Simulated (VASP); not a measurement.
# Mg (Fm-3m) in VASP: further runs

Runs on Mg. Level: PBE. Tasks: electric field gradients.

Program: VASP 6.6.1. These are calculated values, not measurements. Logs are shortened: lines on timing, memory, paths and dates and some standing lists are left out, and cuts for length are marked.

### 1 The cell of the first run

It takes space group Fm-3m (No. 225, cubic). Conventional cell: a = 4.474 Å, b = 4.474 Å, c = 4.474 Å, α = 90.00°, β = 90.00°, γ = 90.00°. Within 4.2 Å of Mg (site symmetry m-3m) lie 12 Mg at 3.16 Å.

### 2 Electric field gradients, PBE (volume scaled by 0.99)

File INCAR:

```
ALGO     = Normal         # electronic algorithm
EDIFF    = 1E-8           # SCF threshold, eV
ENCUT    = 520            # plane-wave cutoff, eV
GGA      = PE             # functional
ISIF     = 2              # what is computed and relaxed
ISMEAR   = -1             # smearing method
LASPH    = T              # aspherical terms in the spheres
LCHARG   = F              # write CHGCAR
LEFG     = T            
LREAL    = F              # projectors in reciprocal space
LWAVE    = F              # write WAVECAR
NBANDS   = 7              # bands
NELM     = 100            # most SCF steps
PREC     = Accurate       # precision mode
SIGMA    = 0.03           # smearing width, eV
```

File KPOINTS:

```
k-points
0
Gamma
  16 16 16
```

File POSCAR:

```
Mg
1.0
    0.0000000000      2.2367500710      2.2367500710
    2.2367500710      0.0000000000      2.2367500710
    2.2367500710      2.2367500710      0.0000000000
Mg
1
Direct
    0.0000000000      0.0000000000      0.0000000000
```

Potentials or basis: VASP PAW PBE potentials, release 64 (Mg).

Started as:

```console
$ cat potpaw_PBE.64/Mg/POTCAR > POTCAR
$ mpirun -np 1 vasp_std > vasp.out
```

OUTCAR:

```text
EDIFF = 1E-8
   ENCUT = 520
   GGA = PE
   ISIF = 2
   ISMEAR = -1
   LASPH = T
   LREAL = F
   NELM = 100
   PREC = Accurate

 ion  position               nearest neighbor table
   1  0.000  0.000  0.000-

  LATTYP: Found a face centered cubic cell.
 ALAT       =     4.4735001420

  Lattice vectors:

 A1 = (   0.0000000000,   2.2367500710,   2.2367500710)
 A2 = (   2.2367500710,   0.0000000000,   2.2367500710)
 A3 = (   2.2367500710,   2.2367500710,   0.0000000000)

Analysis of symmetry for initial positions (statically):
=====================================================================
 Subroutine PRICEL returns:
 Original cell was already a primitive cell.

 Routine SETGRP: Setting up the symmetry group for a
 face centered cubic supercell.

 Subroutine GETGRP returns: Found 48 space group operations
 (whereof 48 operations were pure point group operations)
 out of a pool of 48 trial point group operations.

The static configuration has the point symmetry O_h .

Analysis of symmetry for dynamics (positions and initial velocities):
=====================================================================
 Subroutine PRICEL returns:
 Original cell was already a primitive cell.

 Routine SETGRP: Setting up the symmetry group for a
 face centered cubic supercell.

 Subroutine GETGRP returns: Found 48 space group operations
 (whereof 48 operations were pure point group operations)
 out of a pool of 48 trial point group operations.

The dynamic configuration has the point symmetry O_h .

 Subroutine INISYM returns: Found 48 space group operations
 (whereof 48 operations are pure point group operations),
 and found     1 'primitive' translations

----------------------------------------------------------------------------------------

                                     Primitive cell

  volume of cell :      22.3811

  direct lattice vectors                    reciprocal lattice vectors
     0.000000000  2.236750071  2.236750071    -0.223538609  0.223538609  0.223538609
     2.236750071  0.000000000  2.236750071     0.223538609 -0.223538609  0.223538609
     2.236750071  2.236750071  0.000000000     0.223538609  0.223538609 -0.223538609

  length of vectors
     3.163242286  3.163242286  3.163242286     0.387180229  0.387180229  0.387180229

  position of ions in fractional coordinates (direct lattice)
     0.000000000  0.000000000  0.000000000

  ion indices of the primitive-cell ions
   primitive index   ion index
                 1           1

----------------------------------------------------------------------------------------

 KPOINTS: k-points

Automatic generation of k-mesh.
 Grid dimensions read from file:
 generate k-points for:   16   16   16

 Generating k-lattice:

  Cartesian coordinates                     Fractional coordinates (reciprocal lattice)
    -0.013971163  0.013971163  0.013971163     0.062500000  0.000000000  0.000000000
     0.013971163 -0.013971163  0.013971163     0.000000000  0.062500000  0.000000000
     0.013971163  0.013971163 -0.013971163     0.000000000  0.000000000  0.062500000

  Length of vectors
     0.024198764  0.024198764  0.024198764

  Shift w.r.t. Gamma in fractional coordinates (k-lattice)
     0.000000000  0.000000000  0.000000000

 Subroutine IBZKPT returns following result:
 ===========================================

 Found    145 irreducible k-points:

 Following reciprocal coordinates:
            Coordinates               Weight
  0.000000  0.000000  0.000000      1.000000
  0.062500  0.000000  0.000000      8.000000
  0.125000  0.000000  0.000000      8.000000
  0.187500  0.000000  0.000000      8.000000
  0.250000  0.000000  0.000000      8.000000
  0.312500  0.000000  0.000000      8.000000
[... 16 lines left out ...]
 -0.125000  0.062500  0.000000     24.000000
 -0.062500  0.062500  0.000000     12.000000
 [... further k-points ...]
   k-points           NKPTS =    145   k-points in BZ     NKDIM =    145   number of bands    NBANDS=      7
   number of dos      NEDOS =    301   number of ions     NIONS =      1
   total plane-waves  NPLWV =  13824
   dimension x,y,z NGX =    24 NGY =   24 NGZ =   24
   dimension x,y,z NGXF=    48 NGYF=   48 NGZF=   48
   ions per type =               1
   NGX,Y,Z   is equivalent  to a cutoff of  12.61, 12.61, 12.61 a.u.
   NGXF,Y,Z  is equivalent  to a cutoff of  25.23, 25.23, 25.23 a.u.
 SYSTEM =  unknown system
   PREC   = accura    normal or accurate (medium, high low for compatibility)
   ISTART =      0    job   : 0-new  1-cont  2-samecut
   ICHARG =      2    charge: 1-file 2-atom 10-const
   ISPIN  =      1    spin polarized calculation?
   LNONCOLLINEAR =      F non collinear calculations
   LSORBIT =      F    spin-orbit coupling
   LASPH  =      T    aspherical Exc in radial PAW
   ENCUT  =  520.0 eV  38.22 Ry    6.18 a.u.   5.88  5.88  5.88*2*pi/ulx,y,z
   NELM   =    100;   NELMIN=  2; NELMDL= -5     # of ELM steps
   EDIFF  = 0.1E-07   stopping-criterion for ELM
   LREAL  =      F    real-space projection
   EDIFFG = 0.1E-06   stopping-criterion for IOM
   NSW    =      0    number of steps for IOM
   IBRION =     -1    ionic relax: 0-MD 1-quasi-New 2-CG
   NFREE  =      0    steps in history (QN), initial steepest desc. (CG)
   ISIF   =      2    stress and relaxation
   ISYM   =      2    0-nonsym 1-usesym 2-fastsym
   POTIM  = 0.5000    time-step for ionic-motion
   TEBEG  =    0.0;   TEEND  =   0.0 temperature during run
   PSTRESS=    0.0 pullay stress
   NELECT =       2.0000    total number of electrons
   NUPDOWN=      -1.0000    fix difference up-down
   EMIN   =  10.00;   EMAX   =-10.00  energy-range for DOS
   EFERMI =   0.00;   METHOD = LEGACY
   ISMEAR =    -1;   SIGMA  =   0.03  broadening in eV -4-tet -1-fermi 0-gaus
   EFERMI_NEDOS =   21; number of points for ismear=-14 and -15
   IALGO  =     38    algorithm
   IMIX   =      4    mixing-type and parameters
     AMIX     =   0.40;   BMIX     =  1.00
     AMIX_MAG =   1.60;   BMIX_MAG =  1.00
  volume/ion in A,a.u.               =      22.38       151.04
  Fermi-wavevector in a.u.,A,eV,Ry     =   0.731909  1.383108  7.288525  0.535691
  Thomas-Fermi vector in A             =   1.824243
   LORBIT       =      0    0 simple, 1 ext, 2 COOP (PROOUT), +10 PAW based schemes
   GGA     = PE    functional components
[... 5 lines left out ...]
 non-spin polarized calculation
  energy-cutoff  :      520.00
  volume of cell :       22.38
 maximum number of plane-waves:       620
   NGX = 11   NGY = 11   NGZ = 11

 number of electron       2.0000000 magnetization

 Free energy of the ion-electron system (eV)
  ---------------------------------------------------
  ext. energy  EPLUGINS =         0.00000000
  ---------------------------------------------------
  free energy    TOTEN  =        -1.49007916 eV

  energy without entropy =       -1.48815181  energy(sigma->0) =       -1.48911548

 E-fermi :   2.7399     XC(G=0):  -8.5705

 val. band max:        2.7382160537   @ k =  -0.4375   0.4375   0.0000
 cond. band min:       2.7408503384   @ k =  -0.3750   0.4375   0.1250
 fundamental gap:      0.0026342847
 Fermi energy:         2.7398966410

 k-point     1 :       0.0000    0.0000    0.0000
  band No.  band energies     occupation
      1      -4.2752      2.00000
      2      15.2735      0.00000
      3      15.2735      0.00000
      4      15.2735      0.00000
      5      17.3408      0.00000
      6      17.3408      0.00000
      7      17.3408      0.00000

 k-point     2 :       0.0625    0.0000    0.0000
  band No.  band energies     occupation
      1      -4.1869      2.00000
      2      13.8713      0.00000
      3      15.0753      0.00000
      4      15.0753      0.00000
      5      17.3306      0.00000
      6      17.6875      0.00000
      7      17.6875      0.00000

 k-point     3 :       0.1250    0.0000    0.0000
  band No.  band energies     occupation
      1      -3.9222      2.00000
      2      11.7966      0.00000
      3      14.7007      0.00000
      4      14.7007      0.00000
      5      17.0486      0.00000
      6      18.5062      0.00000
      7      18.5062      0.00000

 k-point     4 :       0.1875    0.0000    0.0000
  band No.  band energies     occupation
      1      -3.4829      2.00000
      2       9.7389      0.00000
      3      14.3607      0.00000
      4      14.3607      0.00000
      5      16.7350      0.00000
      6      18.4709      0.00000
      7      18.4709      0.00000

 k-point     5 :       0.2500    0.0000    0.0000
  band No.  band energies     occupation
      1      -2.8712      2.00000
      2       7.7778      0.00000
      3      14.1218      0.00000
      4      14.1218      0.00000
      5      16.4885      0.00000
      6      17.4480      0.00000
      7      17.4480      0.00000

 k-point     6 :       0.3125    0.0000    0.0000
  band No.  band energies     occupation
      1      -2.0906      2.00000
      2       5.9387      0.00000
      3      14.0020      0.00000
      4      14.0020      0.00000
      5      16.3539      0.00000
      6      16.5643      0.00000
      7      16.5643      0.00000

 k-point     7 :       0.3750    0.0000    0.0000
  band No.  band energies     occupation
      1      -1.1459      2.00000
      2       4.2349      0.00000
      3      14.0003      0.00000
      4      14.0003      0.00000
      5      15.8418      0.00000
      6      15.8418      0.00000
      7      16.3382      0.00000
[... 121 lines left out ...]
 k-point    20 :      -0.3125    0.0625    0.0000
  band No.  band energies     occupation
      1      -1.7172      2.00000
      2       5.4227      0.00000
      3      12.3452      0.00000
      4      14.8317      0.00000
      5      15.5792      0.00000
      6      16.3680      0.00000
      7      17.2370      0.00000

 k-point    21 :      -0.2500    0.0625    0.0000
  band No.  band energies     occupation
      1      -2.5524      2.00000
      2       7.2115      0.00000
      3      12.4318      0.00000
      4      15.1178      0.00000
      5      16.1894      0.00000
      6      16.9746      0.00000
      7      17.5434      0.00000

 k-point    22 :      -0.1875    0.0625    0.0000
  band No.  band energies     occupation
      1      -3.2202      2.00000
      2       9.1193      0.00000
      3      12.6673      0.00000
      4      15.3217      0.00000
      5      17.1305      0.00000
      6      17.2949      0.00000
      7      18.3615      0.00000

 k-point    23 :      -0.1250    0.0625    0.0000
  band No.  band energies     occupation
      1      -3.7169      2.00000
      2      11.1047      0.00000
      3      13.0650      0.00000
      4      15.5159      0.00000
      5      17.5651      0.00000
      6      18.0054      0.00000
      7      18.2858      0.00000

 k-point    24 :      -0.0625    0.0625    0.0000
  band No.  band energies     occupation
      1      -4.0398      2.00000
      2      12.9329      0.00000
      3      13.7789      0.00000
      4      15.5025      0.00000
      5      17.5062      0.00000
      6      17.6563      0.00000
      7      18.2728      0.00000

 [... further k-points ...]

------------------------ aborting loop because EDIFF is reached ----------------------------------------

  FORCE on cell =-STRESS in cart. coord.  units (eV):
  Direction    XX          YY          ZZ          XY          YZ          ZX
  --------------------------------------------------------------------------------------
  -------------------------------------------------------------------------------------
  Total        0.1564270      0.1564270      0.1564270     -0.0000000     -0.0000000      0.0000000
  in kB       11.1979841     11.1979841     11.1979841     -0.0000000     -0.0000000      0.0000000
  external PRESSURE =      11.1979841 kB  Pullay stress =       0.0000000 kB

 VOLUME and BASIS-vectors are now :
 -----------------------------------------------------------------------------
  energy-cutoff  :      520.00
  volume of cell :       22.38
      direct lattice vectors                 reciprocal lattice vectors
     0.000000000  2.236750071  2.236750071    -0.223538609  0.223538609  0.223538609
     2.236750071  0.000000000  2.236750071     0.223538609 -0.223538609  0.223538609
     2.236750071  2.236750071  0.000000000     0.223538609  0.223538609 -0.223538609

 POSITION                                       TOTAL-FORCE (eV/Angst)
 -----------------------------------------------------------------------------------
      0.00000      0.00000      0.00000         0.000000      0.000000      0.000000
 -----------------------------------------------------------------------------------
    total drift:                               -0.000000      0.000000      0.000000

  FREE ENERGIE OF THE ION-ELECTRON SYSTEM (eV)
  ---------------------------------------------------
  free  energy   TOTEN  =        -1.4900791581 eV

  energy  without entropy=       -1.4881518101  energy(sigma->0) =       -1.48911548

 Electric field gradients (V/A^2)
---------------------------------------------------------------------
 ion       V_xx      V_yy      V_zz      V_xy      V_xz      V_yz
---------------------------------------------------------------------
   1      -0.000     0.000     0.000     0.000     0.000     0.000
---------------------------------------------------------------------

 Electric field gradients after diagonalization (V/A^2)
 (convention: |V_zz| > |V_xx| > |V_yy|)
----------------------------------------------------------------------
 ion       V_xx      V_yy      V_zz     asymmetry (V_yy - V_xx)/ V_zz
----------------------------------------------------------------------
   1      -0.000    -0.000     0.000       0.000
----------------------------------------------------------------------

           NMR quadrupolar parameters

 Cq : quadrupolar parameter    Cq=e*Q*V_zz/h
 eta: asymmetry parameters     (V_yy - V_xx)/ V_zz
 Q  : nuclear electric quadrupole moment in mb (millibarn)
----------------------------------------------------------------------
 ion       Cq(MHz)       eta       Q (mb)
----------------------------------------------------------------------
   1       0.000       0.000       1.000
----------------------------------------------------------------------
```

Wall time 28 s (1 thread of AMD EPYC 7R43 (Zen 3), shared host); peak memory 0.11 GiB.

What came out:

* Free energy: -1.4901 eV
* Pressure: 1.1 GPa
* Band gap on the k mesh: zero (band 1 reaches 4.22 eV, above the bottom of band 2 at 1.47 eV)

Levels at points of the mesh, in eV from the Fermi level:
| k point | band 1 | band 2 | band 3 | band 4 | band 5 |
| --- | --- | --- | --- | --- | --- |
| (0.00, 0.00, 0.00) | -7.02 | 12.53 | 12.53 | 12.53 | 14.60 |
| (0.50, 0.00, 0.00) | -1.73 | -1.27 | 11.42 | 11.42 | 12.36 |
| (0.50, 0.50, 0.00) | -0.21 | 0.83 | 6.16 | 7.10 | 7.10 |

Caveat: without QUAD_EFG the Cq values of the log hold for a quadrupole moment of 1 mb, not for the nuclei.

### 3 Electric field gradients, PBE (volume scaled by 0.99)

File INCAR:

```
SYSTEM = Mg
  PREC = Accurate
  ENCUT = 520
  EDIFF = 1E-8
  ISMEAR = -1
  SIGMA = 0.03
  LREAL = .FALSE.
  LASPH = .TRUE.
  NELM = 60
  ALGO = Normal
  ISIF = 2
  LWAVE = .FALSE.
  LCHARG = .FALSE.
  GGA = PE
  LEFG = .TRUE.
  NBANDS = 7
```

File KPOINTS:

```
Automatic mesh
0
G
  16 16 16
  0 0 0
```

POSCAR is that of step 2.

Potentials or basis: VASP PAW PBE potentials, release 64 (Mg).

Started as:

```console
$ cat potpaw_PBE.64/Mg/POTCAR > POTCAR
$ mpirun -np 1 vasp_std > vasp.out
```

OUTCAR:

```text
SYSTEM = Mg
   PREC = Accurate
   ENCUT = 520
   EDIFF = 1E-8
   ISMEAR = -1
   LREAL = .FALSE.
   LASPH = .TRUE.
   NELM = 60
   ISIF = 2
   GGA = PE

 ion  position               nearest neighbor table
   1  0.000  0.000  0.000-

  LATTYP: Found a face centered cubic cell.
 ALAT       =     4.4735001420

  Lattice vectors:

 A1 = (   0.0000000000,   2.2367500710,   2.2367500710)
 A2 = (   2.2367500710,   0.0000000000,   2.2367500710)
 A3 = (   2.2367500710,   2.2367500710,   0.0000000000)

[... 443 lines left out ...]
    total drift:                               -0.000000      0.000000      0.000000

  FREE ENERGIE OF THE ION-ELECTRON SYSTEM (eV)
  ---------------------------------------------------
  free  energy   TOTEN  =        -1.4900791581 eV

  energy  without entropy=       -1.4881518101  energy(sigma->0) =       -1.48911548

 Electric field gradients (V/A^2)
---------------------------------------------------------------------
 ion       V_xx      V_yy      V_zz      V_xy      V_xz      V_yz
---------------------------------------------------------------------
   1      -0.000     0.000     0.000     0.000     0.000     0.000
---------------------------------------------------------------------

 Electric field gradients after diagonalization (V/A^2)
 (convention: |V_zz| > |V_xx| > |V_yy|)
----------------------------------------------------------------------
 ion       V_xx      V_yy      V_zz     asymmetry (V_yy - V_xx)/ V_zz
----------------------------------------------------------------------
   1      -0.000    -0.000     0.000       0.000
----------------------------------------------------------------------

           NMR quadrupolar parameters

 Cq : quadrupolar parameter    Cq=e*Q*V_zz/h
 eta: asymmetry parameters     (V_yy - V_xx)/ V_zz
 Q  : nuclear electric quadrupole moment in mb (millibarn)
----------------------------------------------------------------------
 ion       Cq(MHz)       eta       Q (mb)
----------------------------------------------------------------------
   1       0.000       0.000       1.000
----------------------------------------------------------------------
```

stdout:

```text
POSCAR found type information on POSCAR Mg
 POSCAR found :  1 types and       1 ions
 scaLAPACK will be used
 LDA part: xc-table for (Slater+PW92), standard interpolation
 POSCAR, INCAR and KPOINTS ok, starting setup
 FFT: planning ... GRIDC
 FFT: planning ... GRID_SOFT
 FFT: planning ... GRID
 WAVECAR not read
 entering main loop
ion   1
```

It took 26 s on 1 thread of AMD EPYC 7R43 (Zen 3), shared host; peak memory 0.11 GiB.

Results:

- Free energy: -1.4901 eV
- Pressure: 1.1 GPa
- Band gap on the k mesh: zero (band 1 reaches 4.22 eV, above the bottom of band 2 at 1.47 eV)

Caveat: without QUAD_EFG the Cq values of the log hold for a quadrupole moment of 1 mb, not for the nuclei.

[end of part 1 of 2]
